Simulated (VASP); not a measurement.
The system is In3Se.

```xyz
4
Lattice="4.8038 0.0000 0.0000 0.0000 4.8038 0.0000 0.0000 0.0000 4.8038" Properties=species:S:1:pos:R:3 pbc="T T T"
In    0.0000    2.4019    2.4019
In    2.4019    0.0000    2.4019
In    2.4019    2.4019    0.0000
Se    0.0000    0.0000    0.0000
```

Base run:

- Program: VASP 6.6.1
- Functional: PBEsol
- Potentials or basis: VASP PAW PBE potentials, release 64 (In_d, Se)
- Cutoff: 520 eV
- k mesh: 10 × 10 × 10
- Occupations: gaussian, width 0.1 eV
- Spin: no spin polarisation

Its results: pressure -3.0 GPa.

After a change of settings the same cell gave: pressure 3.2 GPa. Which change was it?
A. k mesh from 10 × 10 × 10 to 12 × 12 × 12
B. occupations from gaussian, width 0.1 eV to tetrahedron; further incar settings from ALGO = Normal; EDIFF = 1e-06; NBANDS = 30 to ALGO = Normal; EDIFF = 1e-07; NBANDS = 30
C. occupations from gaussian, width 0.1 eV to gaussian, width 0.3 eV
D. k mesh from 10 × 10 × 10 to 1 × 1 × 1

D.

Caveats: some runs use coarse meshes; the PAW data sets were made with another functional, which shifts forces and pressure a little.
